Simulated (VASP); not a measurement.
# SmNbS3 (P4/mmm) in VASP: notebook, part 2 of 2

VASP 6.6.1.

### 4 Single point, PBE, collinear spin

This run uses another cell than the first one, of 26.90 Å³/atom.

File INCAR:

```
ALGO = Normal ; EDIFF = 1E-6
ENCUT = 500 ; GGA = PE
GGA_COMPAT = F ; ISIF = 2
ISMEAR = 0 ; ISPIN = 2
LASPH = T ; LCHARG = F
LMAXMIX = 6 ; LORBIT = 11
LREAL = F ; LWAVE = F
MAGMOM = -0.02 0 0.15 0.15 1.45 ; NBANDS = 33
NELM = 200 ; PREC = Accurate
SIGMA = 0.1
```

File KPOINTS:

```
k-points
0
Gamma
  4 4 2
```

File POSCAR:

```
SmNbS3
1.0
    4.1732732600      0.0000000000      0.0000000000
    0.0000000000      4.1732732600      0.0000000000
    0.0000000000      0.0000000000      7.7222724668
Sm Nb S
1 1 3
Direct
    0.5000000000      0.5000000000      0.5000000000
    0.0000000000      0.0000000000      0.5000000000
    0.0000000000      0.0000000000      0.7915562101
    0.0000000000      0.0000000000      0.2084437899
    0.5000000000      0.5000000000      0.0000000000
```

Potentials or basis: VASP PAW PBE potentials, release 64 (Sm_3, Nb_sv, S), 4f in core.

Launch:

```
$ cat potpaw_PBE.64/Sm_3/POTCAR potpaw_PBE.64/Nb_sv/POTCAR potpaw_PBE.64/S/POTCAR > POTCAR
$ mpirun -np 1 vasp_std > vasp.out
```

OUTCAR:

```text
EDIFF = 1E-6
   ENCUT = 500
   GGA = PE
   ISIF = 2
   ISMEAR = 0
   ISPIN = 2
   LASPH = T
   LORBIT = 11
   LREAL = F
   NELM = 200
   PREC = Accurate

 ion  position               nearest neighbor table
   1  0.500  0.500  0.500-   2 2.95   2 2.95   2 2.95   2 2.95
   2  0.000  0.000  0.500-   3 2.25   4 2.25   1 2.95   1 2.95   1 2.95   1 2.95
   3  0.000  0.000  0.792-   2 2.25
   4  0.000  0.000  0.208-   2 2.25
   5  0.500  0.500  0.000-

  LATTYP: Found a simple tetragonal cell.
 ALAT       =     4.1732732600
 C/A-ratio  =     1.8504114123

  Lattice vectors:

 A1 = (   4.1732732600,   0.0000000000,   0.0000000000)
 A2 = (   0.0000000000,   4.1732732600,   0.0000000000)
 A3 = (   0.0000000000,   0.0000000000,   7.7222724668)

Analysis of symmetry for initial positions (statically):
=====================================================================
 Subroutine PRICEL returns:
 Original cell was already a primitive cell.

 Routine SETGRP: Setting up the symmetry group for a
 simple tetragonal supercell.

 Subroutine GETGRP returns: Found 16 space group operations
 (whereof 16 operations were pure point group operations)
 out of a pool of 16 trial point group operations.

The static configuration has the point symmetry D_4h.

Analysis of symmetry for dynamics (positions and initial velocities):
=====================================================================
 Subroutine PRICEL returns:
 Original cell was already a primitive cell.

 Routine SETGRP: Setting up the symmetry group for a
 simple tetragonal supercell.

 Subroutine GETGRP returns: Found 16 space group operations
 (whereof 16 operations were pure point group operations)
 out of a pool of 16 trial point group operations.

The dynamic configuration has the point symmetry D_4h.

Analysis of structural, dynamic, and magnetic symmetry:
[... 151 lines left out ...]

 E-fermi :   2.9141     XC(G=0):  -9.2172

 val. band max:        2.9128923979   @ k =   0.0000   0.0000   0.0000
 cond. band min:       2.9489130339   @ k =   0.5000   0.2500   0.5000
 fundamental gap:      0.0360206360
 Fermi energy:         2.9140725574

 spin component 1

 k-point     1 :       0.0000    0.0000    0.0000
  band No.  band energies     occupation
      1     -51.3358      1.00000
      2     -37.9256      1.00000
      3     -27.5876      1.00000
      4     -27.4971      1.00000
      5     -27.4971      1.00000
      6     -17.4317      1.00000
[... 421 lines left out ...]
     32       8.7661      0.00000
     33      10.9731      0.00000
 Fermi energy:         2.9140725574

 spin component 2

 k-point     1 :       0.0000    0.0000    0.0000
  band No.  band energies     occupation
      1     -51.3376      1.00000
      2     -37.9334      1.00000
      3     -27.5665      1.00000
      4     -27.5132      1.00000
      5     -27.5132      1.00000
      6     -17.4462      1.00000
[... 421 lines left out ...]
     32       8.9224      0.00000
     33      11.0658      0.00000

------------------------ aborting loop because EDIFF is reached ----------------------------------------

  FORCE on cell =-STRESS in cart. coord.  units (eV):
  Direction    XX          YY          ZZ          XY          YZ          ZX
  --------------------------------------------------------------------------------------
  -------------------------------------------------------------------------------------
  Total        0.2980953      0.2980953     -0.5281184      0.0000000      0.0000000      0.0000000
  in kB        3.5511331      3.5511331     -6.2913394      0.0000000      0.0000000      0.0000000
  external PRESSURE =       0.2703090 kB  Pullay stress =       0.0000000 kB

 VOLUME and BASIS-vectors are now :
 -----------------------------------------------------------------------------
  energy-cutoff  :      500.00
  volume of cell :      134.49
      direct lattice vectors                 reciprocal lattice vectors
     4.173273260  0.000000000  0.000000000     0.239620063  0.000000000  0.000000000
     0.000000000  4.173273260  0.000000000     0.000000000  0.239620063  0.000000000
     0.000000000  0.000000000  7.722272467     0.000000000  0.000000000  0.129495560

 POSITION                                       TOTAL-FORCE (eV/Angst)
 -----------------------------------------------------------------------------------
      2.08664      2.08664      3.86114        -0.000000      0.000000      0.000000
      0.00000      0.00000      3.86114        -0.000000      0.000000      0.000000
      0.00000      0.00000      6.11261        -0.000000     -0.000000     -0.051824
      0.00000      0.00000      1.60966         0.000000     -0.000000      0.051824
      2.08664      2.08664      0.00000        -0.000000      0.000000      0.000000
 -----------------------------------------------------------------------------------
    total drift:                                0.000000      0.000000     -0.000000

  FREE ENERGIE OF THE ION-ELECTRON SYSTEM (eV)
  ---------------------------------------------------
  free  energy   TOTEN  =       -25.1019773851 eV

  energy  without entropy=      -25.0780000817  energy(sigma->0) =      -25.08998873

 total charge

# of ion       s       p       d       tot
------------------------------------------
    1        2.175   5.879   1.028   9.082
    2        2.241   6.011   2.593  10.844
    3        1.381   2.255   0.000   3.636
    4        1.381   2.255   0.000   3.636
    5        1.400   2.095   0.000   3.496
--------------------------------------------------
tot          8.579  18.495   3.621  30.695

 magnetization (x)

# of ion       s       p       d       tot
------------------------------------------
    1       -0.006   0.003  -0.021  -0.024
    2        0.000   0.011  -0.017  -0.006
    3        0.011   0.131   0.000   0.143
    4        0.011   0.131   0.000   0.143
    5        0.023   0.862   0.000   0.885
--------------------------------------------------
tot          0.040   1.138  -0.038   1.140
```

OSZICAR:

```text
N       E                     dE             d eps       ncg     rms          rms(c)
DAV:   1     0.353562190690E+03    0.35356E+03   -0.19515E+04  1584   0.111E+03
DAV:   2     0.214096703407E+00   -0.35335E+03   -0.34098E+03  2062   0.340E+02
DAV:   3    -0.240866683776E+02   -0.24301E+02   -0.23610E+02  2398   0.777E+01
DAV:   4    -0.259404423890E+02   -0.18538E+01   -0.18418E+01  2543   0.189E+01
DAV:   5    -0.259777168908E+02   -0.37275E-01   -0.37266E-01  2230   0.192E+00    0.116E+01
DAV:   6    -0.251819590788E+02    0.79576E+00   -0.28433E+00  2279   0.827E+00    0.571E+00
DAV:   7    -0.251317414914E+02    0.50218E-01   -0.69063E-01  2119   0.359E+00    0.316E+00
DAV:   8    -0.251373610293E+02   -0.56195E-02   -0.70970E-01  2307   0.355E+00    0.235E+00
DAV:   9    -0.250992053481E+02    0.38156E-01   -0.16643E-01  2313   0.153E+00    0.101E+00
DAV:  10    -0.251015174397E+02   -0.23121E-02   -0.14128E-02  1822   0.593E-01    0.640E-01
DAV:  11    -0.251016570821E+02   -0.13964E-03   -0.41588E-03  2001   0.315E-01    0.170E-01
DAV:  12    -0.251019269310E+02   -0.26985E-03   -0.85054E-04  2008   0.134E-01    0.633E-02
DAV:  13    -0.251019495096E+02   -0.22579E-04   -0.15659E-04  1990   0.576E-02    0.317E-02
DAV:  14    -0.251019704153E+02   -0.20906E-04   -0.33787E-05  1950   0.303E-02    0.171E-02
DAV:  15    -0.251019766137E+02   -0.61983E-05   -0.76804E-06  1877   0.156E-02    0.741E-03
DAV:  16    -0.251019773851E+02   -0.77148E-06   -0.18634E-06  1475   0.648E-03
   1 F= -.25101977E+02 E0= -.25089989E+02  d E =-.239773E-01  mag=     1.8308
```

stdout:

```text
POSCAR found type information on POSCAR SmNbS
 POSCAR found :  3 types and       5 ions
 scaLAPACK will be used
 LDA part: xc-table for (Slater+PW92), standard interpolation
 POSCAR, INCAR and KPOINTS ok, starting setup
 FFT: planning ... GRIDC
 FFT: planning ... GRID_SOFT
 FFT: planning ... GRID
 WAVECAR not read
 entering main loop
```

It took 61 s on 1 thread of Intel Xeon 6975P-C (Granite Rapids), shared host; peak memory 0.29 GiB.

What came out:

| Property | Result |
| --- | --- |
| Free energy | -25.1020 eV |
| Pressure | 0.0 GPa |
| Largest force | 0.052 eV/Å |
| Net moment | 1.83 μB per cell |
| Site moments | Sm -0.02; Nb -0.01; S +0.14, +0.89 (each value once) μB |
| Valence electrons inside the program's atomic spheres | Sm 9.08; Nb 10.84; S 3.64, 3.50 (each value once) |

Forces on the atoms (eV/Å):
```
Sm   0.000  0.000  0.000
Nb   0.000  0.000  0.000
S    0.000  0.000 -0.052
S    0.000  0.000  0.052
S    0.000  0.000  0.000
```

Caveat: the k points lie up to 0.41 Å⁻¹ apart; the magnetic or orbital state may not be the lowest; spin-orbit coupling is left out, which moves the levels of the heavy elements; the 4f electrons are frozen in the core, so they carry no moment and show no levels. With open d or f shells a metallic result of PBE can be an artefact of self-interaction; +U or a hybrid may open a gap.

### 5 Relaxation of cell and atoms, PBE, collinear spin

File INCAR:

```
PREC     = Accurate       # precision mode
ENCUT    = 500            # plane-wave cutoff, eV
EDIFF    = 1E-7           # SCF threshold, eV
ISMEAR   = 0              # smearing method
SIGMA    = 0.1            # smearing width, eV
LREAL    = False          # projectors in reciprocal space
LASPH    = True           # aspherical terms in the spheres
NELM     = 200            # most SCF steps
ALGO     = Normal         # electronic algorithm
ISIF     = 3              # what is computed and relaxed
LWAVE    = False          # write WAVECAR
LCHARG   = False          # write CHGCAR
ISPIN    = 2              # spin polarisation
MAGMOM   = -0.02 0 0.15 0.15 1.45 # initial moments
LORBIT   = 11             # projections on sites
LMAXMIX  = 6              # l up to which the mixer works
GGA      = PE             # functional
IBRION   = 2              # ionic algorithm
NSW      = 90             # ionic steps
EDIFFG   = -0.04          # ionic threshold
GGA_COMPAT= False        
NELMIN   = 4
```

File KPOINTS:

```
regular mesh
0
Gamma
  4 4 2
```

File POSCAR:

```
SmNbS3
1.0
    3.7895070600      0.0000000000      0.0000000000
    0.0000000000      3.7895070600      0.0000000000
    0.0000000000      0.0000000000      7.6378534500
Sm Nb S
1 1 3
Direct
    0.5000000000      0.5000000000      0.5000000000
    0.0000000000      0.0000000000      0.5000000000
    0.0000000000      0.0000000000      0.7484778100
    0.0000000000      0.0000000000      0.2515221900
    0.5000000000      0.5000000000      0.0000000000
```

Launch:

```
$ cat potpaw_PBE.64/Sm_3/POTCAR potpaw_PBE.64/Nb_sv/POTCAR potpaw_PBE.64/S/POTCAR > POTCAR
$ mpirun -np 1 vasp_std > vasp.out
```

Wall time 19 min (1 thread of Intel Xeon 6975P-C (Granite Rapids), shared host); peak memory 0.27 GiB.

It converged, with:

* Free energy: -25.5680 eV
* Relaxed volume: 24.92 Å³/atom
* Relaxed cell: a = 4.295 Å, b = 4.295 Å, c = 6.754 Å, α = 90.00°, β = 90.00°, γ = 90.00°
* Space group after relaxing (to 0.1 Å): P4/mmm (No. 123)
* Pressure after relaxing: 0.0 GPa
* Largest force after relaxing: 0.003 eV/Å
* Band gap on the k mesh: zero (filled and empty bands overlap)
* Net moment: 0.00 μB per cell
* Valence electrons inside the program's atomic spheres: Sm 8.99; Nb 10.95; S 3.62, 3.56 (each value once)

Forces in eV/Å, atoms in the order of the input:
```
Sm   0.000  0.000  0.000
Nb   0.000  0.000  0.000
S    0.000  0.000 -0.003
S    0.000  0.000  0.003
S    0.000  0.000  0.000
```

Final structure:
```cif
data_structure
_symmetry_space_group_name_H-M 'P 1'
_symmetry_Int_Tables_number 1
_cell_length_a 4.2948
_cell_length_b 4.2948
_cell_length_c 6.7542
_cell_angle_alpha 90.000
_cell_angle_beta 90.000
_cell_angle_gamma 90.000
_cell_volume 124.58
loop_
_atom_site_label
_atom_site_type_symbol
_atom_site_fract_x
_atom_site_fract_y
_atom_site_fract_z
_atom_site_occupancy
Sm1 Sm 0.50000 0.50000 0.50000 1
Nb1 Nb 0.00000 0.00000 0.50000 1
S1 S 0.00000 0.00000 0.82369 1
S2 S 0.00000 0.00000 0.17631 1
S3 S 0.50000 0.50000 0.00000 1
```

Levels at points of the mesh, in eV from the Fermi level:
Spin up:
```tsv
k point	band 18	band 19	band 20	band 21	band 22	band 23	band 24	band 25
(0.00, 0.00, 0.00)	-1.96	-1.10	-1.10	0.57	0.57	1.41	2.77	2.77
(0.50, 0.00, 0.00)	-0.59	-0.42	-0.12	0.38	0.99	1.05	1.62	2.17
(0.50, 0.50, 0.00)	-0.94	-0.63	0.63	0.63	1.64	1.64	2.36	2.36
(0.00, 0.00, 0.50)	-1.19	-1.19	-1.16	-1.10	-0.14	-0.14	1.93	1.93
(0.50, 0.00, 0.50)	-1.02	-0.64	-0.51	-0.28	1.00	1.21	1.42	1.71
(0.50, 0.50, 0.50)	-1.59	-0.78	-0.68	-0.68	-0.54	1.64	2.02	2.02
```
Spin down:
```
           k point  band 17  band 18  band 19  band 20  band 21  band 22  band 23  band 24  band 25  band 26
(0.00, 0.00, 0.00)    -2.60    -1.96    -1.10    -1.10     0.57     0.57     1.41     2.77     2.77     2.86
(0.50, 0.00, 0.00)    -1.05    -0.59    -0.42    -0.12     0.38     0.99     1.05     1.62     2.17     2.57
(0.50, 0.50, 0.00)    -1.10    -0.94    -0.63     0.63     0.63     1.64     1.64     2.36     2.36     3.07
(0.00, 0.00, 0.50)    -1.86    -1.19    -1.19    -1.16    -1.10    -0.14    -0.14     1.93     1.93     4.33
(0.50, 0.00, 0.50)    -1.24    -1.02    -0.64    -0.51    -0.28     1.00     1.21     1.42     1.71     1.79
(0.50, 0.50, 0.50)    -1.74    -1.59    -0.78    -0.68    -0.68    -0.54     1.64     2.02     2.02     4.42
```

Caveat: the k points lie up to 0.47 Å⁻¹ apart in the final cell, too coarse for converged energies and pressures of a metal; the magnetic or orbital state may not be the lowest; the electronic state changed during the relaxation; spin-orbit coupling is left out, which moves the levels of the heavy elements; the 4f electrons are frozen in the core, so they carry no moment and show no levels. With open d or f shells a metallic result of PBE can be an artefact of self-interaction; +U or a hybrid may open a gap.

### 6 Overview

```csv
task,spin,cell,gap on the mesh (eV),pressure (GPa),moment (μB),largest force (eV/Å)
single point,off,"a = 3.790, b = 3.790, c = 7.638 Å, 5 atoms, atomic positions A",none,33.1,-,13.03
single point,collinear,"a = 3.790, b = 3.790, c = 7.638 Å, 5 atoms, atomic positions A",none,34.0,2.09,13.28
single point,collinear,"a = 4.173, b = 4.173, c = 7.722 Å, 5 atoms, atomic positions B",none,0.0,1.83,0.05
relaxation of cell and atoms,collinear,"relaxed from a = 3.790, b = 3.790, c = 7.638 Å, 5 atoms, atomic positions A",none,0.0,0.00,-
```

Alike in all rows: level PBE; potentials or basis VASP PAW PBE potentials, release 64 (Sm_3, Nb_sv, S), 4f in core; k mesh 4 × 4 × 2; cutoff (eV) 500; smearing gaussian 0.1 eV.

Caveats: all runs use coarse meshes; spin-orbit coupling is left out, which moves the levels of the heavy elements; the 4f electrons are frozen in the core, so they carry no moment and show no levels; the magnetic or orbital state may not be the lowest (at least some runs); forces of over 1 eV/Å act on the atoms, so gaps and moduli don't describe the material at rest (at least some runs); the electronic state changed during the relaxation (at least some runs).

Absolute energies hang on the potentials; compare differences alone.
